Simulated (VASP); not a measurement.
# Hf3N4 (I-43d) in VASP: notebook

The runs below take Hf3N4 through single point, relaxation of the atoms, with r2SCAN, PBE.

Everything below comes from runs of VASP 6.6.1. Logs are shortened: lines on timing, memory, paths and dates and some standing lists are left out, and cuts for length are marked.

## 1. The cell of the first run

The structure is cubic, space group I-43d (No. 220). The conventional cell has a = 6.734 Å, b = 6.734 Å, c = 6.734 Å, α = 90.00°, β = 90.00°, γ = 90.00°. Hf (site symmetry -4) has 8 N at 2.21 to 2.46 Å within 2.9 Å. N (site symmetry 3) has 6 Hf at 2.21 to 2.46 Å and 5 N at 2.63 to 2.92 Å within 3.0 Å.

## 2. Single point, r2SCAN

Contents of POSCAR:

```
Hf3N4
1.0
   -3.3671426616      3.3671426616      3.3671426616
    3.3671426616     -3.3671426616      3.3671426616
    3.3671426616      3.3671426616     -3.3671426616
Hf N
6 8
Direct
    0.2500000000      0.6250000000      0.3750000000
    0.3750000000      0.2500000000      0.6250000000
    0.7500000000      0.8750000000      0.1250000000
    0.1250000000      0.7500000000      0.8750000000
    0.6250000000      0.3750000000      0.2500000000
    0.8750000000      0.1250000000      0.7500000000
    0.1330092770      0.1330092770      0.1330092770
    0.8669907230      0.5000000000      0.0000000000
    0.5000000000      0.0000000000      0.3669907230
    0.0000000000      0.8669907230      0.5000000000
    0.3669907230      0.5000000000      0.0000000000
    0.6330092770      0.6330092770      0.6330092770
    0.0000000000      0.3669907230      0.5000000000
    0.5000000000      0.0000000000      0.8669907230
```

Contents of INCAR.step1:

```
SYSTEM = Hf3N4
ALGO = Normal
EDIFF = 1E-5
ENCUT = 660
GGA = PE
GGA_COMPAT = .False.
ISMEAR = 0
LASPH = .True.
LCHARG = .False.
LREAL = .False.
LWAVE = .True.
NBANDS = 63
NELM = 120
PREC = Accurate
SIGMA = 0.02
```

Contents of INCAR.step2:

```
SYSTEM = Hf3N4
ALGO = Normal
EDIFF = 1E-6
ENCUT = 660
GGA_COMPAT = .False.
ISIF = 2
ISMEAR = 0
ISTART = 1
LASPH = .True.
LCHARG = .False.
LMIXTAU = .True.
LREAL = .False.
LWAVE = .False.
METAGGA = R2SCAN
NBANDS = 63
NELM = 120
PREC = Accurate
SIGMA = 0.02
```

Contents of KPOINTS:

```
k-points
0
Gamma
  6 6 6
  0 0 0
```

Potentials or basis: VASP PAW PBE potentials, release 64 (Hf_pv, N).

On the command line:

```console
$ cat potpaw_PBE.64/Hf_pv/POTCAR potpaw_PBE.64/N/POTCAR > POTCAR
$ cp INCAR.step1 INCAR
$ mpirun -np 1 vasp_std > vasp.out
$ cp INCAR.step2 INCAR
$ mpirun -np 1 vasp_std > vasp.out
```

OUTCAR:

```text
SYSTEM = Hf3N4
   EDIFF = 1E-6
   ENCUT = 660
   ISIF = 2
   ISMEAR = 0
   ISTART = 1
   LASPH = .True.
   LREAL = .False.
   METAGGA = R2SCAN
   NELM = 120
   PREC = Accurate

 ion  position               nearest neighbor table
   1  0.250  0.625  0.375-   8 2.21  12 2.21  13 2.21   9 2.21   7 2.46  10 2.46  11 2.46  14 2.46
                             6 3.15   2 3.15   6 3.15   5 3.15   4 3.15   2 3.15   4 3.15   5 3.15
   2  0.375  0.250  0.625-   9 2.21  10 2.21  12 2.21  11 2.21   7 2.46   8 2.46  13 2.46  14 2.46
                             6 3.15   3 3.15   5 3.15   1 3.15   6 3.15   3 3.15   1 3.15   5 3.15
   3  0.750  0.875  0.125-   7 2.21  11 2.21  14 2.21  10 2.21  13 2.46  12 2.46   9 2.46   8 2.46
                             5 3.15   2 3.15   6 3.15   5 3.15   2 3.15   4 3.15   6 3.15   4 3.15
   4  0.125  0.750  0.875-   7 2.21   8 2.21  13 2.21  14 2.21  12 2.46   9 2.46  10 2.46  11 2.46
                             3 3.15   5 3.15   6 3.15   5 3.15   1 3.15   1 3.15   3 3.15   6 3.15
   5  0.625  0.375  0.250-  11 2.21  12 2.21  14 2.21  13 2.21   9 2.46  10 2.46   8 2.46   7 2.46
                             3 3.15   1 3.15   4 3.15   2 3.15   3 3.15   4 3.15   2 3.15   1 3.15
   6  0.875  0.125  0.750-   7 2.21   9 2.21  10 2.21   8 2.21  11 2.46  13 2.46  14 2.46  12 2.46
                             2 3.15   4 3.15   1 3.15   3 3.15   2 3.15   1 3.15   3 3.15   4 3.15
   7  0.133  0.133  0.133-   3 2.21   4 2.21   6 2.21   1 2.46   2 2.46   5 2.46
   8  0.867  0.500  0.000-   1 2.21   4 2.21   6 2.21   5 2.46   2 2.46   3 2.46
   9  0.500  0.000  0.367-   2 2.21   6 2.21   1 2.21   5 2.46   4 2.46   3 2.46
  10  0.000  0.867  0.500-   2 2.21   6 2.21   3 2.21   4 2.46   5 2.46   1 2.46
  11  0.367  0.500  0.000-   3 2.21   5 2.21   2 2.21   4 2.46   1 2.46   6 2.46
  12  0.633  0.633  0.633-   1 2.21   2 2.21   5 2.21   4 2.46   3 2.46   6 2.46
  13  0.000  0.367  0.500-   1 2.21   4 2.21   5 2.21   3 2.46   6 2.46   2 2.46
  14  0.500  0.000  0.867-   3 2.21   5 2.21   4 2.21   1 2.46   6 2.46   2 2.46

  LATTYP: Found a body centered cubic cell.
 ALAT       =     6.7342853232

  Lattice vectors:

 A1 = (  -3.3671426616,   3.3671426616,   3.3671426616)
 A2 = (   3.3671426616,  -3.3671426616,   3.3671426616)
 A3 = (   3.3671426616,   3.3671426616,  -3.3671426616)

Analysis of symmetry for initial positions (statically):
=====================================================================
 Subroutine PRICEL returns:
 Original cell was already a primitive cell.

 Routine SETGRP: Setting up the symmetry group for a
 body centered cubic supercell.

 Subroutine GETGRP returns: Found 24 space group operations
 (whereof  3 operations were pure point group operations)
 out of a pool of 48 trial point group operations.

The static configuration has the point symmetry C_3 .
 The point group associated with its full space group is T_d .

Analysis of symmetry for dynamics (positions and initial velocities):
[... 152 lines left out ...]
   METAGGA = R2SCAN    functional components
   LHFCALC =     F    Hartree Fock is set to
   AEXX    =    0.0000 exact exchange contribution
   IVDW    =     0    specifies the selected vdW correction
   LEPSILON=     F    determine dielectric tensor
   LRPA    =     F    only Hartree local field effects (RPA)
 non-spin polarized calculation
 Gauss-broadening in eV      SIGMA  =   0.02
  energy-cutoff  :      660.00
  volume of cell :      152.70
 maximum number of plane-waves:      5910
 NGX is ok and might be reduce to    50
   NGX = 25   NGY = 25   NGZ = 25

 number of electron      99.9999999 magnetization

 Free energy of the ion-electron system (eV)
  ---------------------------------------------------
  ext. energy  EPLUGINS =         0.00000000
  ---------------------------------------------------
  free energy    TOTEN  =      -370.31887368 eV

  energy without entropy =     -370.31887368  energy(sigma->0) =     -370.31887368

 E-fermi :   6.5969     XC(G=0): -13.4812

 val. band max:        6.4056549353   @ k =   0.0000   0.0000   0.0000
 cond. band min:       7.7946142125   @ k =   0.0000   0.0000   0.0000
 fundamental gap:      1.3889592773
 Fermi energy:         6.5969085753

 k-point     1 :       0.0000    0.0000    0.0000
  band No.  band energies     occupation
      1     -25.4759      2.00000
      2     -25.4759      2.00000
      3     -25.4759      2.00000
      4     -25.3819      2.00000
      5     -25.3817      2.00000
      6     -25.3817      2.00000
[... 1029 lines left out ...]
     61      11.5493      0.00000
     62      11.5499      0.00000
 [bands above 62 left out]

------------------------ aborting loop because EDIFF is reached ----------------------------------------

  FORCE on cell =-STRESS in cart. coord.  units (eV):
  Direction    XX          YY          ZZ          XY          YZ          ZX
  --------------------------------------------------------------------------------------
  -------------------------------------------------------------------------------------
  Total       -6.9588293     -6.9588293     -6.9588293      0.0000000      0.0000000     -0.0000000
  in kB      -73.0133409    -73.0133409    -73.0133409      0.0000000      0.0000000     -0.0000000
  external PRESSURE =     -73.0133409 kB  Pullay stress =       0.0000000 kB

 VOLUME and BASIS-vectors are now :
 -----------------------------------------------------------------------------
  energy-cutoff  :      660.00
  volume of cell :      152.70
      direct lattice vectors                 reciprocal lattice vectors
    -3.367142662  3.367142662  3.367142662     0.000000000  0.148493857  0.148493857
     3.367142662 -3.367142662  3.367142662     0.148493857  0.000000000  0.148493857
     3.367142662  3.367142662 -3.367142662     0.148493857  0.148493857  0.000000000

 POSITION                                       TOTAL-FORCE (eV/Angst)
 -----------------------------------------------------------------------------------
      2.52536      0.00000      1.68357        -0.000000      0.000000     -0.000000
      1.68357      2.52536      0.00000        -0.000000      0.000000     -0.000000
      0.84179      0.00000      5.05071        -0.000000      0.000000     -0.000000
      5.05071      0.84179      0.00000        -0.000000      0.000000     -0.000000
      0.00000      1.68357      2.52536        -0.000000      0.000000     -0.000000
      0.00000      5.05071      0.84179        -0.000000      0.000000     -0.000000
      0.44786      0.44786      0.44786        -0.138415     -0.138415     -0.138415
     -1.23571      1.23571      4.60285        -0.138415      0.138415      0.138415
     -0.44786      2.91928      0.44786         0.138415      0.138415     -0.138415
      4.60285     -1.23571      1.23571         0.138415     -0.138415      0.138415
      0.44786     -0.44786      2.91928        -0.138415      0.138415      0.138415
      2.13143      2.13143      2.13143        -0.138415     -0.138415     -0.138415
      2.91928      0.44786     -0.44786         0.138415     -0.138415      0.138415
      1.23571      4.60285     -1.23571         0.138415      0.138415     -0.138415
 -----------------------------------------------------------------------------------
    total drift:                                0.000000      0.000000      0.000000

  FREE ENERGIE OF THE ION-ELECTRON SYSTEM (eV)
  ---------------------------------------------------
  free  energy   TOTEN  =      -370.3188736755 eV

  energy  without entropy=     -370.3188736755  energy(sigma->0) =     -370.31887368
```

OUTCAR.step1:

```text
SYSTEM = Hf3N4
   EDIFF = 1E-5
   ENCUT = 660
   GGA = PE
   ISMEAR = 0
[... 1309 lines left out ...]
      0.44786     -0.44786      2.91928        -0.025215      0.025215      0.025215
      2.13143      2.13143      2.13143        -0.025215     -0.025215     -0.025215
      2.91928      0.44786     -0.44786         0.025215     -0.025215      0.025215
      1.23571      4.60285     -1.23571         0.025215      0.025215     -0.025215
 -----------------------------------------------------------------------------------
    total drift:                                0.000000      0.000000      0.000000

  FREE ENERGIE OF THE ION-ELECTRON SYSTEM (eV)
  ---------------------------------------------------
  free  energy   TOTEN  =      -148.6404011201 eV

  energy  without entropy=     -148.6404011201  energy(sigma->0) =     -148.64040112
```

OSZICAR.step1:

```text
N       E                     dE             d eps       ncg     rms          rms(c)
DAV:   1     0.623876501744E+03    0.62388E+03   -0.63316E+04  2016   0.191E+03
DAV:   2    -0.123144006336E+03   -0.74702E+03   -0.71598E+03  2432   0.478E+02
DAV:   3    -0.174447132076E+03   -0.51303E+02   -0.50834E+02  2416   0.111E+02
DAV:   4    -0.175499050127E+03   -0.10519E+01   -0.10471E+01  2432   0.172E+01
DAV:   5    -0.175524484848E+03   -0.25435E-01   -0.25397E-01  2424   0.235E+00    0.124E+02
DAV:   6    -0.149331428853E+03    0.26193E+02   -0.15289E+02  2401   0.402E+01    0.103E+02
DAV:   7    -0.148789068945E+03    0.54236E+00   -0.10107E+01  2328   0.127E+01    0.650E+01
DAV:   8    -0.148717455796E+03    0.71613E-01   -0.78746E-01  2300   0.478E+00    0.211E+01
DAV:   9    -0.148642863758E+03    0.74592E-01   -0.34675E-01  2464   0.229E+00    0.582E+00
DAV:  10    -0.148640519624E+03    0.23441E-02   -0.11187E-02  2388   0.530E-01    0.979E-01
DAV:  11    -0.148640411796E+03    0.10783E-03   -0.27262E-03  2416   0.200E-01    0.576E-02
DAV:  12    -0.148640403047E+03    0.87493E-05   -0.16057E-04  2386   0.623E-02    0.675E-02
DAV:  13    -0.148640401120E+03    0.19264E-05   -0.69710E-06  1576   0.139E-02
   1 F= -.14864040E+03 E0= -.14864040E+03  d E =-.715894E-16
```

Wall time 29 min (1 thread of Intel Xeon 8259CL, shared host); peak memory 0.46 GiB.

Results:

```yaml
Free_energy: -370.3189 eV
Pressure: -7.3 GPa
Largest_force: 0.240 eV/Å
Band_gap_on_the_k_mesh: 1.39 eV
```

Forces on the atoms (eV/Å):
```
Hf   0.000  0.000  0.000
Hf   0.000  0.000  0.000
Hf   0.000  0.000  0.000
Hf   0.000  0.000  0.000
Hf   0.000  0.000  0.000
Hf   0.000  0.000  0.000
N   -0.138 -0.138 -0.138
N   -0.138  0.138  0.138
N    0.138  0.138 -0.138
N    0.138 -0.138  0.138
N   -0.138  0.138  0.138
N   -0.138 -0.138 -0.138
N    0.138 -0.138  0.138
N    0.138  0.138 -0.138
```

Caveat: the cell stands under tension; the PAW data sets were made with another functional, which shifts forces and pressure a little; spin-orbit coupling is left out, which moves the levels of the heavy elements. A k mesh can miss the band edges.

## 3. Relaxation of the atoms, PBE (9.93 Å³/atom)

This run uses another cell than the first one, of 9.93 Å³/atom.

Contents of INCAR:

```
PREC = Accurate
ENCUT = 520
EDIFF = 1E-7
ISMEAR = 0
SIGMA = 0.02
LREAL = False
LASPH = True
NELM = 120
ALGO = Normal
ISIF = 2
LWAVE = False
LCHARG = False
GGA = PE
IBRION = 2
NSW = 50
EDIFFG = -0.01
GGA_COMPAT = False
NELMIN = 4
KPAR = 4
```

Contents of KPOINTS:

```
Automatic mesh
0
Gamma
  6 6 6
```

Contents of POSCAR:

```
Hf3N4
1.0
   -3.2629366953      3.2629366953      3.2629366953
    3.2629366953     -3.2629366953      3.2629366953
    3.2629366953      3.2629366953     -3.2629366953
Hf N
6 8
Direct
    0.2500000000      0.6250000000      0.3750000000
    0.3750000000      0.2500000000      0.6250000000
    0.7500000000      0.8750000000      0.1250000000
    0.1250000000      0.7500000000      0.8750000000
    0.6250000000      0.3750000000      0.2500000000
    0.8750000000      0.1250000000      0.7500000000
    0.1427030412      0.1427030412      0.1427030412
    0.8572969588      0.5000000000      0.0000000000
    0.5000000000      0.0000000000      0.3572969588
    0.0000000000      0.8572969588      0.5000000000
    0.3572969588      0.5000000000      0.0000000000
    0.6427030412      0.6427030412      0.6427030412
    0.0000000000      0.3572969588      0.5000000000
    0.5000000000      0.0000000000      0.8572969588
```

Potentials or basis: VASP PAW PBE potentials, release 64 (Hf_pv, N).

On the command line:

```console
$ cat potpaw_PBE.64/Hf_pv/POTCAR potpaw_PBE.64/N/POTCAR > POTCAR
$ mpirun -np 4 vasp_std > vasp.out
```

It took 2.6 min on 4 MPI ranks of AMD EPYC 7R13 (Zen 3), shared host; peak memory 0.31 GiB.

It converged, with:

| Quantity | Value |
| --- | --- |
| Free energy | -147.7873 eV |
| Energy gained by relaxing | 0.6 meV/atom |
| Ionic steps | 3 |
| Pressure after relaxing | 24.1 GPa |
| Band gap on the k mesh | 1.20 eV |

Step by step:
```tsv
step	energy change (eV)	largest force (eV/Å)	pressure (GPa)
1	0.0000	0.1319	24.76
2	-0.0053	0.0749	24.45
3	-0.0077	0.0013	24.07
```

Final structure:
```xyz
14
Lattice="-3.2629 3.2629 3.2629 3.2629 -3.2629 3.2629 3.2629 3.2629 -3.2629" Properties=species:S:1:pos:R:3 pbc="T T T"
Hf    2.4472    0.0000    1.6315
Hf    1.6315    2.4472    0.0000
Hf    0.8157    0.0000    4.8944
Hf    4.8944    0.8157    0.0000
Hf    0.0000    1.6315    2.4472
Hf    0.0000    4.8944    0.8157
N     0.4741    0.4741    0.4741
N    -1.1573    1.1573    4.4203
N    -0.4741    2.7888    0.4741
N     4.4203   -1.1573    1.1573
N     0.4741   -0.4741    2.7888
N     2.1056    2.1056    2.1056
N     2.7888    0.4741   -0.4741
N     1.1573    4.4203   -1.1573
```

Levels at points of the mesh, in eV from the valence-band top:
| k point | band 48 | band 49 | band 50 | band 51 | band 52 | band 53 |
| --- | --- | --- | --- | --- | --- | --- |
| (0.00, 0.00, 0.00) | 0.00 | 0.00 | 0.00 | 1.20 | 1.20 | 1.96 |
| (0.50, 0.00, 0.00) | -1.71 | -0.61 | -0.61 | 2.65 | 2.65 | 3.06 |
| (0.50, 0.50, 0.50) | -0.30 | -0.30 | -0.30 | 3.95 | 3.95 | 3.95 |

Caveat: spin-orbit coupling is left out, which moves the levels of the heavy elements. A k mesh can miss the band edges.
